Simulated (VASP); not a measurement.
# KBr (F-43m) in VASP: notebook, part 2 of 3

VASP 6.6.1. The steps go on from the part before.

## (3) Single point, r2SCAN

File POSCAR:

```
KBr
1.0
    0.0000000000      3.6882992921      3.6882992921
    3.6882992921      0.0000000000      3.6882992921
    3.6882992921      3.6882992921      0.0000000000
K Br
1 1
Direct
    0.0000000000      0.0000000000      0.0000000000
    0.2500000000      0.2500000000      0.2500000000
```

File INCAR.step1:

```
PREC     = Accurate       # precision mode
ENCUT    = 520            # plane-wave cutoff, eV
ISMEAR   = 0              # smearing method
SIGMA    = 0.01           # smearing width, eV
LREAL    = False          # projectors in reciprocal space
LASPH    = True           # aspherical terms in the spheres
NELM     = 80             # most SCF steps
NBANDS   = 15             # bands
GGA      = PE             # functional
ALGO     = Normal         # electronic algorithm
EDIFF    = 1E-4           # SCF threshold, eV
LWAVE    = True           # write WAVECAR
LCHARG   = False          # write CHGCAR
```

File INCAR.step2:

```
PREC     = Accurate       # precision mode
ENCUT    = 520            # plane-wave cutoff, eV
EDIFF    = 1E-7           # SCF threshold, eV
ISMEAR   = 0              # smearing method
SIGMA    = 0.01           # smearing width, eV
LREAL    = False          # projectors in reciprocal space
LASPH    = True           # aspherical terms in the spheres
NELM     = 80             # most SCF steps
ALGO     = Normal         # electronic algorithm
ISIF     = 2              # what is computed and relaxed
LWAVE    = False          # write WAVECAR
LCHARG   = True           # write CHGCAR
METAGGA  = R2SCAN         # meta-GGA
LMIXTAU  = True         
LELF     = True           # ELF
LVHAR    = True         
NBANDS   = 15             # bands
ISTART   = 1
```

File KPOINTS:

```
Automatic mesh
0
Gamma
  6 6 6
```

Potentials or basis: VASP PAW PBE potentials, release 64 (K_sv, Br).

Command:

```
$ cat potpaw_PBE.64/K_sv/POTCAR potpaw_PBE.64/Br/POTCAR > POTCAR
$ cp INCAR.step1 INCAR
$ mpirun -np 1 vasp_std > vasp.out
$ cp INCAR.step2 INCAR
$ mpirun -np 1 vasp_std > vasp.out
```

OUTCAR:

```text
PREC = Accurate
   ENCUT = 520
   EDIFF = 1E-7
   ISMEAR = 0
   LREAL = False
   LASPH = True
   NELM = 80
   ISIF = 2
   METAGGA = R2SCAN
   ISTART = 1

 ion  position               nearest neighbor table
   1  0.000  0.000  0.000-   2 3.19   2 3.19   2 3.19   2 3.19
   2  0.250  0.250  0.250-   1 3.19   1 3.19   1 3.19   1 3.19

  LATTYP: Found a face centered cubic cell.
 ALAT       =     7.3765985842

  Lattice vectors:

 A1 = (   0.0000000000,   3.6882992921,   3.6882992921)
 A2 = (   3.6882992921,   0.0000000000,   3.6882992921)
 A3 = (   3.6882992921,   3.6882992921,   0.0000000000)

Analysis of symmetry for initial positions (statically):
=====================================================================
 Subroutine PRICEL returns:
 Original cell was already a primitive cell.

 Routine SETGRP: Setting up the symmetry group for a
 face centered cubic supercell.

 Subroutine GETGRP returns: Found 24 space group operations
 (whereof 24 operations were pure point group operations)
 out of a pool of 48 trial point group operations.

The static configuration has the point symmetry T_d .

Analysis of symmetry for dynamics (positions and initial velocities):
=====================================================================
 Subroutine PRICEL returns:
 Original cell was already a primitive cell.

 Routine SETGRP: Setting up the symmetry group for a
 face centered cubic supercell.

 Subroutine GETGRP returns: Found 24 space group operations
 (whereof 24 operations were pure point group operations)
 out of a pool of 48 trial point group operations.

The dynamic configuration has the point symmetry T_d .

 Subroutine INISYM returns: Found 24 space group operations
 (whereof 24 operations are pure point group operations),
 and found     1 'primitive' translations

----------------------------------------------------------------------------------------

                                     Primitive cell

  volume of cell :     100.3479

  direct lattice vectors                    reciprocal lattice vectors
     0.000000000  3.688299292  3.688299292    -0.135563836  0.135563836  0.135563836
     3.688299292  0.000000000  3.688299292     0.135563836 -0.135563836  0.135563836
     3.688299292  3.688299292  0.000000000     0.135563836  0.135563836 -0.135563836

  length of vectors
     5.216042881  5.216042881  5.216042881     0.234803451  0.234803451  0.234803451

  position of ions in fractional coordinates (direct lattice)
     0.000000000  0.000000000  0.000000000
     0.250000000  0.250000000  0.250000000

  ion indices of the primitive-cell ions
   primitive index   ion index
                 1           1
                 2           2

----------------------------------------------------------------------------------------

 KPOINTS: Automatic mesh

Automatic generation of k-mesh.
 Grid dimensions read from file:
 generate k-points for:    6    6    6

 Generating k-lattice:

  Cartesian coordinates                     Fractional coordinates (reciprocal lattice)
    -0.022593973  0.022593973  0.022593973     0.166666667  0.000000000  0.000000000
[... 21 lines left out ...]
  0.333333  0.166667  0.000000     24.000000
[... 8 lines left out ...]
 -0.333333  0.333333  0.166667     24.000000
 -0.333333  0.500000  0.166667     12.000000
   k-points           NKPTS =     16   k-points in BZ     NKDIM =     16   number of bands    NBANDS=     15
   number of dos      NEDOS =    301   number of ions     NIONS =      2
   total plane-waves  NPLWV =  64000
   dimension x,y,z NGX =    40 NGY =   40 NGZ =   40
   dimension x,y,z NGXF=    80 NGYF=   80 NGZF=   80
   ions per type =               1   1
   NGX,Y,Z   is equivalent  to a cutoff of  12.75, 12.75, 12.75 a.u.
   NGXF,Y,Z  is equivalent  to a cutoff of  25.50, 25.50, 25.50 a.u.
 SYSTEM =  unknown system
   PREC   = accura    normal or accurate (medium, high low for compatibility)
   ISTART =      1    job   : 0-new  1-cont  2-samecut
   ICHARG =      0    charge: 1-file 2-atom 10-const
   ISPIN  =      1    spin polarized calculation?
   LNONCOLLINEAR =      F non collinear calculations
   LSORBIT =      F    spin-orbit coupling
   LASPH  =      T    aspherical Exc in radial PAW
   ENCUT  =  520.0 eV  38.22 Ry    6.18 a.u.   9.70  9.70  9.70*2*pi/ulx,y,z
   NELM   =     80;   NELMIN=  2; NELMDL=  0     # of ELM steps
   EDIFF  = 0.1E-06   stopping-criterion for ELM
   LREAL  =      F    real-space projection
   EDIFFG = 0.1E-05   stopping-criterion for IOM
   NSW    =      0    number of steps for IOM
   IBRION =     -1    ionic relax: 0-MD 1-quasi-New 2-CG
   NFREE  =      0    steps in history (QN), initial steepest desc. (CG)
   ISIF   =      2    stress and relaxation
   ISYM   =      2    0-nonsym 1-usesym 2-fastsym
   POTIM  = 0.5000    time-step for ionic-motion
   TEBEG  =    0.0;   TEEND  =   0.0 temperature during run
   PSTRESS=    0.0 pullay stress
   NELECT =      16.0000    total number of electrons
   NUPDOWN=      -1.0000    fix difference up-down
   EMIN   =  10.00;   EMAX   =-10.00  energy-range for DOS
   EFERMI =   0.00;   METHOD = LEGACY
   ISMEAR =     0;   SIGMA  =   0.01  broadening in eV -4-tet -1-fermi 0-gaus
   EFERMI_NEDOS =   21; number of points for ismear=-14 and -15
   IALGO  =     38    algorithm
   IMIX   =      4    mixing-type and parameters
     AMIX     =   0.40;   BMIX     =  1.00
     AMIX_MAG =   1.60;   BMIX_MAG =  1.00
  volume/ion in A,a.u.               =      50.17       338.59
  Fermi-wavevector in a.u.,A,eV,Ry     =   0.887725  1.677558 10.722159  0.788056
  Thomas-Fermi vector in A             =   2.009061
   LORBIT       =      0    0 simple, 1 ext, 2 COOP (PROOUT), +10 PAW based schemes
   METAGGA = R2SCAN    functional components
   LHFCALC =     F    Hartree Fock is set to
   AEXX    =    0.0000 exact exchange contribution
   IVDW    =     0    specifies the selected vdW correction
   LEPSILON=     F    determine dielectric tensor
   LRPA    =     F    only Hartree local field effects (RPA)
 non-spin polarized calculation
 Gauss-broadening in eV      SIGMA  =   0.01
  energy-cutoff  :      520.00
  volume of cell :      100.35
 maximum number of plane-waves:      2733
   NGX = 19   NGY = 19   NGZ = 19

 number of electron      15.9999997 magnetization

 Free energy of the ion-electron system (eV)
  ---------------------------------------------------
  ext. energy  EPLUGINS =         0.00000000
  ---------------------------------------------------
  free energy    TOTEN  =       -22.96736053 eV

  energy without entropy =      -22.96736053  energy(sigma->0) =      -22.96736053

 E-fermi :  -3.3687     XC(G=0):  -6.1889

 val. band max:       -3.5071393256   @ k =  -0.3333   0.1667   0.0000
 cond. band min:       1.3348748136   @ k =   0.0000   0.0000   0.0000
 fundamental gap:      4.8420141392
 Fermi energy:        -3.3687496368

 k-point     1 :       0.0000    0.0000    0.0000
  band No.  band energies     occupation
      1     -32.4232      2.00000
      2     -15.8133      2.00000
      3     -15.1457      2.00000
      4     -15.1457      2.00000
      5     -15.1457      2.00000
      6      -3.5213      2.00000
      7      -3.5213      2.00000
      8      -3.5213      2.00000
      9       1.3349      0.00000
     10       5.8488      0.00000
     11       5.8488      0.00000
     12       6.8375      0.00000
     13       6.8375      0.00000
     14       6.8375      0.00000
[... 257 lines left out ...]
      2     -16.0469      2.00000
      3     -15.1657      2.00000
      4     -15.1613      2.00000
      5     -14.8594      2.00000
      6      -3.8304      2.00000
      7      -3.6275      2.00000
      8      -3.5314      2.00000
      9       3.2109      0.00000
     10       4.2740      0.00000
     11       6.1636      0.00000
     12       6.2873      0.00000
     13       6.5835      0.00000
     14       6.9798      0.00000
     15       7.5698      0.00000

------------------------ aborting loop because EDIFF is reached ----------------------------------------

  FORCE on cell =-STRESS in cart. coord.  units (eV):
  Direction    XX          YY          ZZ          XY          YZ          ZX
  --------------------------------------------------------------------------------------
  -------------------------------------------------------------------------------------
  Total        0.0054044      0.0054044      0.0054044     -0.0000000     -0.0000000      0.0000000
  in kB        0.0862881      0.0862881      0.0862881     -0.0000000     -0.0000000      0.0000000
  external PRESSURE =       0.0862881 kB  Pullay stress =       0.0000000 kB

 VOLUME and BASIS-vectors are now :
 -----------------------------------------------------------------------------
  energy-cutoff  :      520.00
  volume of cell :      100.35
      direct lattice vectors                 reciprocal lattice vectors
     0.000000000  3.688299292  3.688299292    -0.135563836  0.135563836  0.135563836
     3.688299292  0.000000000  3.688299292     0.135563836 -0.135563836  0.135563836
     3.688299292  3.688299292  0.000000000     0.135563836  0.135563836 -0.135563836

 POSITION                                       TOTAL-FORCE (eV/Angst)
 -----------------------------------------------------------------------------------
      0.00000      0.00000      0.00000         0.000000      0.000000      0.000000
      1.84415      1.84415      1.84415        -0.000000     -0.000000     -0.000000
 -----------------------------------------------------------------------------------
    total drift:                               -0.000000     -0.000000     -0.000000

  FREE ENERGIE OF THE ION-ELECTRON SYSTEM (eV)
  ---------------------------------------------------
  free  energy   TOTEN  =       -22.9673605272 eV

  energy  without entropy=      -22.9673605272  energy(sigma->0) =      -22.96736053
```

It took 3.3 min on 1 thread of Intel Xeon 8259CL, shared host; peak memory 0.27 GiB.

What came out:

```
Free energy            : -22.9674 eV
Pressure               : 0.0 GPa
Band gap on the k mesh : 4.84 eV (least direct gap 4.86 eV)
```

Caveat: the structure was generated, so it needn't be the stable form of KBr; the PAW data sets were made with another functional, which shifts forces and pressure a little.

## (4) Single point, r2SCAN (51.68 Å³/atom)

This run uses another cell than the first one, of 51.68 Å³/atom.

File POSCAR:

```
KBr
1.0
    0.0000000000      3.7248194820      3.7248194820
    3.7248194820      0.0000000000      3.7248194820
    3.7248194820      3.7248194820      0.0000000000
K Br
1 1
Direct
    0.0000000000      0.0000000000      0.0000000000
    0.2500000000      0.2500000000      0.2500000000
```

File INCAR.step1:

```
SYSTEM = KBr
ALGO = Normal ; EDIFF = 1E-4
ENCUT = 520 ; GGA = PE
ISMEAR = 0 ; LASPH = .True.
LCHARG = .False. ; LREAL = .False.
LWAVE = .True. ; NBANDS = 15
NELM = 80 ; PREC = Accurate
SIGMA = 0.01
```

File INCAR.step2:

```
SYSTEM = KBr
ALGO = Normal ; EDIFF = 1E-6
ENCUT = 520 ; ISIF = 2
ISMEAR = 0 ; ISTART = 1
LASPH = .True. ; LCHARG = .True.
LELF = .True. ; LMIXTAU = .True.
LREAL = .False. ; LVHAR = .True.
LWAVE = .False. ; METAGGA = R2SCAN
NBANDS = 15 ; NELM = 80
PREC = Accurate ; SIGMA = 0.01
```

File KPOINTS:

```
k-points
0
Gamma
  6 6 6
  0 0 0
```

Command:

```
$ cat potpaw_PBE.64/K_sv/POTCAR potpaw_PBE.64/Br/POTCAR > POTCAR
$ cp INCAR.step1 INCAR
$ mpirun -np 1 vasp_std > vasp.out
$ cp INCAR.step2 INCAR
$ mpirun -np 1 vasp_std > vasp.out
```

It took 3.1 min on 1 thread of Intel Xeon 8259CL, shared host; peak memory 0.26 GiB.

Results (log left out):

```
Free energy            : -22.9652 eV
Pressure               : -0.3 GPa
Band gap on the k mesh : 4.80 eV (least direct gap 4.81 eV)
```

Levels at points of the mesh, in eV from the valence-band top:
```csv
k point,band 5,band 6,band 7,band 8,band 9,band 10,band 11,band 12
"(0.00, 0.00, 0.00)",-11.72,-0.01,-0.01,-0.01,4.80,9.31,9.31,10.26
"(0.50, 0.00, 0.00)",-11.51,-0.36,0.00,0.00,7.10,7.40,8.84,8.84
"(0.50, 0.50, 0.00)",-11.44,-0.40,-0.02,-0.02,6.51,7.73,9.68,10.16
```

Caveat: the structure was generated, so it needn't be the stable form of KBr; the PAW data sets were made with another functional, which shifts forces and pressure a little.

(Part 2 of 3 ends here.)
